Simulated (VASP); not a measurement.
Write the native input for VASP 6.6.1 that does the following.

```yaml
Task: relaxation of shape and atoms at fixed volume
Functional: PBE
Potentials_or_basis: VASP PAW PBE potentials, release 64 (Lu)
Cutoff: 600 eV
k_mesh: 14 × 14 × 8
Occupations: fermi-dirac, width 0.05 eV
Spin: no spin polarisation
Dipole_correction: no
Further_INCAR_settings: ALGO = Normal; EDIFF = 1e-06; IBRION = 2; EDIFFG = -0.005; NSW = 50; ISIF = 4
```

The structure of Lu lies in POSCAR:

```
Lu
1.0
    3.3600522623      0.0000000000      0.0000000000
   -1.6800261312      2.9098906172      0.0000000000
    0.0000000000      0.0000000000      5.2382140342
Lu
2
Direct
    0.3333333333      0.6666666667      0.2500000000
    0.6666666667      0.3333333333      0.7500000000
```

The input as run:

INCAR

```
  ALGO = Normal
  EDIFF = 1E-6
  EDIFFG = -0.005
  ENCUT = 600
  GGA = PE
  IBRION = 2
  ISIF = 4
  ISMEAR = -1
  LASPH = T
  LCHARG = F
  LREAL = F
  LWAVE = F
  NELM = 80
  NSW = 50
  PREC = Accurate
  SIGMA = 0.05
```

KPOINTS

```
k-points
0
Gamma
  14 14 8
```

Potentials or basis: VASP PAW PBE potentials, release 64 (Lu).

Run with:

```console
$ cat potpaw_PBE.64/Lu/POTCAR > POTCAR
$ mpirun -np 1 vasp_std > vasp.out
```

Results of the run:

| Property | Result |
| --- | --- |
| Energy gained by relaxing | 0.0 meV/atom |
| Ionic steps | 5 |
| Pressure after relaxing | 7.7 GPa |
| Band gap on the k mesh | zero (bands 25 and 26 overlap by 1.97 eV) |

Caveat: spin-orbit coupling is left out, which moves the levels of the heavy elements.

Wall time 4.1 min on 1 thread of Intel(R) Xeon(R) 6975P-C (Granite Rapids), on a shared host, peak memory 0.33 GiB.
